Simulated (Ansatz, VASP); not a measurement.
# NbPdSe4 in VASP and in Ansatz

```
Nb Pd Se
1.0
     4.77570    0.00000    0.00000
    -2.38785    4.13587    0.00000
     0.00000    0.00000    5.83290
Nb Pd Se
1 1 4
Direct
  0.00000 0.00000 0.00000
  0.00000 0.00000 0.50000
  0.33333 0.66667 0.77614
  0.33333 0.66667 0.22386
  0.66667 0.33333 0.77614
  0.66667 0.33333 0.22386
```

Change from the starting cell: species swapped into the TiVB4 type (P6/mmm, No. 191).

Alike in both runs: functional PBE; k mesh 6 × 6 × 4; occupations gaussian, width 0.1 eV; no spin polarisation.

Ansatz relaxed the structure, and its values are those at the end. VASP's run is a single point on that final structure, the one shown.

```csv
,VASP,Ansatz
version,VASP 6.6.1,Ansatz 0.2.0
potentials or method,"VASP PAW PBE potentials, release 64 (Nb_sv, Pd, Se), cutoff 520 eV","scalar-relativistic, plane waves, PAW"
valence electrons in the cell,47,95
```

|  | VASP | Ansatz | Ansatz less VASP |
| --- | --- | --- | --- |
| gap on the k mesh at the Fermi level (eV) | none | none | - |
| pressure (GPa) | -0.1 | -0.1 | -0.01 |
| rms of the force components (eV/Å) | 0.021 | 0.016 | -0.0049 |

A gap of «none» marks a metal or a gap that the smearing closes. VASP's potentials hold 47 valence electrons a cell and Ansatz's 95, so a difference there can come from the potentials and not from the codes.
